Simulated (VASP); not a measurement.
# Cd (P2_1/m) in VASP: single point with PBE

Aim: the single point of Cd with PBE.

Everything below comes from runs of VASP 6.6.1. Logs are shortened: lines on timing, memory, paths and dates and some standing lists are left out, and cuts for length are marked.

## Step 1: The cell of the first run

It takes space group P2_1/m (No. 11, monoclinic). The conventional cell has a = 3.629 Å, b = 5.846 Å, c = 3.688 Å, α = 90.00°, β = 119.34°, γ = 90.00°. Within 4.6 Å of Cd (site symmetry m) lie 12 Cd at 3.52 to 3.70 Å.

## Step 2: Single point, PBE (Hg replaced by Cd, lengths x 1.055, strained)

Input file INCAR:

```
SYSTEM = Cd
  ALGO = Fast
  EDIFF = 1E-6
  ENCUT = 520
  GGA = PE
  ISIF = 2
  ISMEAR = 0
  LASPH = .TRUE.
  LCHARG = .TRUE.
  LELF = .TRUE.
  LREAL = .FALSE.
  LVHAR = .TRUE.
  LWAVE = .FALSE.
  NBANDS = 19
  NELM = 80
  PREC = Accurate
  SIGMA = 0.1
```

Input file KPOINTS:

```
k-points
0
G
  14 8 14
  0 0 0
```

Input file POSCAR:

```
Cd
1.0
    3.6288909697      0.0000000000      0.0000000000
    0.0000000000      5.8464580092      0.0000000000
   -1.8072194790      0.0000000000      3.2151327372
Cd
2
Direct
    0.6515596900      0.2500000000      0.8042281600
    0.3484403100      0.7500000000      0.1957718400
```

Potentials or basis: VASP PAW PBE potentials, release 64 (Cd).

The run is started by

```console
$ cat potpaw_PBE.64/Cd/POTCAR > POTCAR
$ mpirun -np 1 vasp_std > vasp.out
```

OUTCAR:

```text
SYSTEM = Cd
   EDIFF = 1E-6
   ENCUT = 520
   GGA = PE
   ISIF = 2
   ISMEAR = 0
   LASPH = .TRUE.
   LREAL = .FALSE.
   NELM = 80
   PREC = Accurate

 ion  position               nearest neighbor table
   1  0.652  0.250  0.804-   2 3.52   2 3.52   2 3.66   2 3.66   2 3.67   2 3.67
   2  0.348  0.750  0.196-   1 3.52   1 3.52   1 3.66   1 3.66   1 3.67   1 3.67

  LATTYP: Found a simple monoclinic cell.
 ALAT       =     3.6288909697
 B/A-ratio  =     1.6110867089
 C/A-ratio  =     1.0163548333
 COS(beta)  =    -0.4899949704

  Lattice vectors:

 A1 = (   3.6288909697,   0.0000000000,   0.0000000000)
 A2 = (   0.0000000000,   5.8464580092,   0.0000000000)
 A3 = (  -1.8072194790,   0.0000000000,   3.2151327372)

Analysis of symmetry for initial positions (statically):
=====================================================================
 Subroutine PRICEL returns:
 Original cell was already a primitive cell.

 Routine SETGRP: Setting up the symmetry group for a
 simple monoclinic supercell.

 Subroutine GETGRP returns: Found  4 space group operations
 (whereof  2 operations were pure point group operations)
 out of a pool of  4 trial point group operations.

The static configuration has the point symmetry S_2 .
 The point group associated with its full space group is C_2h.

Analysis of symmetry for dynamics (positions and initial velocities):
=====================================================================
 Subroutine PRICEL returns:
 Original cell was already a primitive cell.

 Routine SETGRP: Setting up the symmetry group for a
 simple monoclinic supercell.

 Subroutine GETGRP returns: Found  4 space group operations
 (whereof  2 operations were pure point group operations)
 out of a pool of  4 trial point group operations.

The dynamic configuration has the point symmetry S_2 .
 The point group associated with its full space group is C_2h.

 Subroutine INISYM returns: Found  4 space group operations
 (whereof  2 operations are pure point group operations),
 and found     1 'primitive' translations

----------------------------------------------------------------------------------------

                                     Primitive cell

  volume of cell :      68.2128

  direct lattice vectors                    reciprocal lattice vectors
     3.628890970  0.000000000  0.000000000     0.275566284  0.000000000  0.154895240
     0.000000000  5.846458009  0.000000000     0.000000000  0.171043733  0.000000000
    -1.807219479  0.000000000  3.215132737     0.000000000  0.000000000  0.311029149

  length of vectors
     3.628890970  5.846458009  3.688240877     0.316115979  0.171043733  0.311029149

  position of ions in fractional coordinates (direct lattice)
     0.651559690  0.250000000  0.804228160
     0.348440310  0.750000000  0.195771840

  ion indices of the primitive-cell ions
   primitive index   ion index
                 1           1
                 2           2

----------------------------------------------------------------------------------------

 KPOINTS: k-points

Automatic generation of k-mesh.
 Grid dimensions read from file:
 generate k-points for:   14    8   14

 Generating k-lattice:

  Cartesian coordinates                     Fractional coordinates (reciprocal lattice)
     0.019683306  0.000000000  0.011063946     0.071428571  0.000000000  0.000000000
     0.000000000  0.021380467  0.000000000     0.000000000  0.125000000  0.000000000
     0.000000000  0.000000000  0.022216368     0.000000000  0.000000000  0.071428571

  Length of vectors
     0.022579713  0.021380467  0.022216368

  Shift w.r.t. Gamma in fractional coordinates (k-lattice)
     0.000000000  0.000000000  0.000000000

 Subroutine IBZKPT returns following result:
 ===========================================

 Found    500 irreducible k-points:

 Following reciprocal coordinates:
            Coordinates               Weight
  0.000000  0.000000  0.000000      1.000000
  0.071429  0.000000  0.000000      2.000000
  0.142857  0.000000  0.000000      2.000000
  0.214286  0.000000  0.000000      2.000000
  0.285714  0.000000  0.000000      2.000000
  0.357143  0.000000  0.000000      2.000000
[... 16 lines left out ...]
  0.428571  0.250000  0.000000      4.000000
  0.500000  0.250000 -0.000000      2.000000
 [... further k-points ...]
   k-points           NKPTS =    500   k-points in BZ     NKDIM =    500   number of bands    NBANDS=     19
   number of dos      NEDOS =    301   number of ions     NIONS =      2
   total plane-waves  NPLWV =  37632
   dimension x,y,z NGX =    28 NGY =   48 NGZ =   28
   dimension x,y,z NGXF=    56 NGYF=   96 NGZF=   56
   ions per type =               2
   NGX,Y,Z   is equivalent  to a cutoff of  12.83, 13.65, 12.62 a.u.
   NGXF,Y,Z  is equivalent  to a cutoff of  25.65, 27.30, 25.24 a.u.
 SYSTEM =  Cd
   PREC   = accura    normal or accurate (medium, high low for compatibility)
   ISTART =      0    job   : 0-new  1-cont  2-samecut
   ICHARG =      2    charge: 1-file 2-atom 10-const
   ISPIN  =      1    spin polarized calculation?
   LNONCOLLINEAR =      F non collinear calculations
   LSORBIT =      F    spin-orbit coupling
   LASPH  =      T    aspherical Exc in radial PAW
   ENCUT  =  520.0 eV  38.22 Ry    6.18 a.u.   6.75 10.87  6.86*2*pi/ulx,y,z
   NELM   =     80;   NELMIN=  2; NELMDL= -5     # of ELM steps
   EDIFF  = 0.1E-05   stopping-criterion for ELM
   LREAL  =      F    real-space projection
   EDIFFG = 0.1E-04   stopping-criterion for IOM
   NSW    =      0    number of steps for IOM
   IBRION =     -1    ionic relax: 0-MD 1-quasi-New 2-CG
   NFREE  =      0    steps in history (QN), initial steepest desc. (CG)
   ISIF   =      2    stress and relaxation
   ISYM   =      2    0-nonsym 1-usesym 2-fastsym
   POTIM  = 0.5000    time-step for ionic-motion
   TEBEG  =    0.0;   TEEND  =   0.0 temperature during run
   PSTRESS=    0.0 pullay stress
   NELECT =      24.0000    total number of electrons
   NUPDOWN=      -1.0000    fix difference up-down
   EMIN   =  10.00;   EMAX   =-10.00  energy-range for DOS
   EFERMI =   0.00;   METHOD = LEGACY
   ISMEAR =     0;   SIGMA  =   0.10  broadening in eV -4-tet -1-fermi 0-gaus
   EFERMI_NEDOS =   21; number of points for ismear=-14 and -15
   IALGO  =     68    algorithm
   IMIX   =      4    mixing-type and parameters
     AMIX     =   0.40;   BMIX     =  1.00
     AMIX_MAG =   1.60;   BMIX_MAG =  1.00
  volume/ion in A,a.u.               =      34.11       230.16
  Fermi-wavevector in a.u.,A,eV,Ry     =   1.155731  2.184015 18.173488  1.335714
  Thomas-Fermi vector in A             =   2.292357
   LORBIT       =      0    0 simple, 1 ext, 2 COOP (PROOUT), +10 PAW based schemes
   GGA     = PE    functional components
   LHFCALC =     F    Hartree Fock is set to
   AEXX    =    0.0000 exact exchange contribution
   IVDW    =     0    specifies the selected vdW correction
   LEPSILON=     F    determine dielectric tensor
   LRPA    =     F    only Hartree local field effects (RPA)
 non-spin polarized calculation
 RMM-DIIS sequential band-by-band and
 Gauss-broadening in eV      SIGMA  =   0.10
  energy-cutoff  :      520.00
  volume of cell :       68.21
 maximum number of plane-waves:      1859
   NGX = 13   NGY = 21   NGZ = 13

 number of electron      23.9999999 magnetization

 Free energy of the ion-electron system (eV)
  ---------------------------------------------------
  ext. energy  EPLUGINS =         0.00000000
  ---------------------------------------------------
  free energy    TOTEN  =        -0.97644714 eV

  energy without entropy =       -0.97298296  energy(sigma->0) =       -0.97471505

 E-fermi :   0.2153     XC(G=0):  -8.7891

 val. band max:        0.2091301931   @ k =   0.2143   0.1250   0.2857
 cond. band min:       0.2172323357   @ k =   0.4286   0.2500   0.2857
 fundamental gap:      0.0081021426
 Fermi energy:         0.2153140973

 k-point     1 :       0.0000    0.0000    0.0000
  band No.  band energies     occupation
      1      -8.1187      2.00000
      2      -8.0184      2.00000
      3      -8.0064      2.00000
      4      -7.9646      2.00000
      5      -7.9580      2.00000
      6      -7.9462      2.00000
[... 11 lines left out ...]
     18      11.6104      0.00000
     19      11.6594      0.00000

 k-point     2 :       0.0714    0.0000    0.0000
  band No.  band energies     occupation
      1      -8.1110      2.00000
      2      -8.0208      2.00000
      3      -7.9888      2.00000
      4      -7.9633      2.00000
      5      -7.9628      2.00000
      6      -7.9462      2.00000
[... 11 lines left out ...]
     18      11.5563      0.00000
     19      11.9460      0.00000

 k-point     3 :       0.1429    0.0000    0.0000
  band No.  band energies     occupation
      1      -8.1002      2.00000
      2      -8.0229      2.00000
      3      -7.9768      2.00000
      4      -7.9569      2.00000
      5      -7.9441      2.00000
      6      -7.9369      2.00000
[... 11 lines left out ...]
     18      10.9181      0.00000
     19      11.2405      0.00000

 k-point     4 :       0.2143    0.0000    0.0000
  band No.  band energies     occupation
      1      -8.1131      2.00000
      2      -8.0163      2.00000
      3      -7.9999      2.00000
      4      -7.9553      2.00000
      5      -7.9543      2.00000
      6      -7.8951      2.00000
[... 11 lines left out ...]
     18       9.6530      0.00000
     19      10.7522      0.00000

 k-point     5 :       0.2857    0.0000    0.0000
  band No.  band energies     occupation
      1      -8.1434      2.00000
      2      -8.0369      2.00000
      3      -8.0225      2.00000
      4      -7.9906      2.00000
      5      -7.9365      2.00000
      6      -7.8422      2.00000
[... 11 lines left out ...]
     18       8.9337      0.00000
     19      10.2222      0.00000

 k-point     6 :       0.3571    0.0000    0.0000
  band No.  band energies     occupation
      1      -8.1740      2.00000
      2      -8.0813      2.00000
      3      -8.0400      2.00000
      4      -8.0130      2.00000
      5      -7.9106      2.00000
      6      -7.8613      2.00000
[... 11 lines left out ...]
     18       8.5125      0.00000
     19       9.7921      0.00000

 k-point     7 :       0.4286    0.0000    0.0000
  band No.  band energies     occupation
      1      -8.1956      2.00000
      2      -8.1144      2.00000
      3      -8.0548      2.00000
      4      -8.0260      2.00000
      5      -7.8921      2.00000
      6      -7.8732      2.00000
[... 11 lines left out ...]
     18       8.2790      0.00000
     19       9.5210      0.00000

 k-point     8 :       0.5000    0.0000   -0.0000
  band No.  band energies     occupation
      1      -8.2034      2.00000
      2      -8.1263      2.00000
      3      -8.0603      2.00000
      4      -8.0303      2.00000
      5      -7.8855      2.00000
      6      -7.8772      2.00000
[... 256 lines left out ...]
 k-point    20 :       0.2143    0.2500    0.0000
  band No.  band energies     occupation
      1      -8.0992      2.00000
      2      -8.0266      2.00000
      3      -8.0123      2.00000
      4      -7.9676      2.00000
      5      -7.9540      2.00000
      6      -7.8875      2.00000
[... 11 lines left out ...]
     18       9.5393      0.00000
     19       9.9147      0.00000

 k-point    21 :       0.2857    0.2500    0.0000
  band No.  band energies     occupation
      1      -8.1284      2.00000
      2      -8.0646      2.00000
      3      -8.0243      2.00000
      4      -7.9655      2.00000
      5      -7.9392      2.00000
      6      -7.8752      2.00000
[... 11 lines left out ...]
     18       9.1548      0.00000
     19       9.5884      0.00000

 k-point    22 :       0.3571    0.2500    0.0000
  band No.  band energies     occupation
      1      -8.1553      2.00000
      2      -8.1075      2.00000
      3      -8.0370      2.00000
      4      -7.9760      2.00000
      5      -7.9501      2.00000
      6      -7.8605      2.00000
[... 11 lines left out ...]
     18       8.5794      0.00000
     19       9.2022      0.00000

 k-point    23 :       0.4286    0.2500    0.0000
  band No.  band energies     occupation
      1      -8.1720      2.00000
      2      -8.1409      2.00000
      3      -8.0455      2.00000
      4      -7.9881      2.00000
      5      -7.9649      2.00000
      6      -7.8432      2.00000
[... 11 lines left out ...]
     18       8.1525      0.00000
     19       8.9317      0.00000

 k-point    24 :       0.5000    0.2500   -0.0000
  band No.  band energies     occupation
      1      -8.1766      2.00000
      2      -8.1543      2.00000
      3      -8.0485      2.00000
      4      -7.9935      2.00000
      5      -7.9701      2.00000
      6      -7.8367      2.00000
[... 11 lines left out ...]
     18       8.0321      0.00000
     19       8.8478      0.00000

 [... further k-points ...]
[... 5 lines left out ...]
  --------------------------------------------------------------------------------------
  -------------------------------------------------------------------------------------
  Total       -1.5238252     -1.6296420     -1.5377477      0.0000000      0.0000000      0.0009460
  in kB      -35.7915141    -38.2769333    -36.1185242      0.0000000      0.0000000      0.0222187
  external PRESSURE =     -36.7289905 kB  Pullay stress =       0.0000000 kB

 VOLUME and BASIS-vectors are now :
 -----------------------------------------------------------------------------
  energy-cutoff  :      520.00
  volume of cell :       68.21
      direct lattice vectors                 reciprocal lattice vectors
     3.628890970  0.000000000  0.000000000     0.275566284  0.000000000  0.154895240
     0.000000000  5.846458009  0.000000000     0.000000000  0.171043733  0.000000000
    -1.807219479  0.000000000  3.215132737     0.000000000  0.000000000  0.311029149

 POSITION                                       TOTAL-FORCE (eV/Angst)
 -----------------------------------------------------------------------------------
      0.91102      1.46161      2.58570        -0.000249      0.000000     -0.004697
      0.91065      4.38484      0.62943         0.000249      0.000000      0.004697
 -----------------------------------------------------------------------------------
    total drift:                                0.000000      0.000000     -0.000000

  FREE ENERGIE OF THE ION-ELECTRON SYSTEM (eV)
  ---------------------------------------------------
  free  energy   TOTEN  =        -0.9764471362 eV

  energy  without entropy=       -0.9729829627  energy(sigma->0) =       -0.97471505
```

It took 11 min on 1 thread of Oxide Virtual Turin-like, shared host; peak memory 0.56 GiB.

What came out:

- Free energy: -0.9764 eV
- Pressure: -3.7 GPa
- Largest force: 0.005 eV/Å
- Band gap on the k mesh: zero (bands 12 and 13 overlap by 1.03 eV)

Forces in eV/Å, atoms in the order of the input:
```
Cd   0.000  0.000 -0.005
Cd   0.000  0.000  0.005
```

Stress tensor (GPa, compression positive):
```
-3.58  0.00  0.00
 0.00 -3.83  0.00
 0.00  0.00 -3.61
```

Caveat: the cell differs from its parent crystal (Hg replaced by Cd, lengths x 1.055, strained); the cell stands under tension.
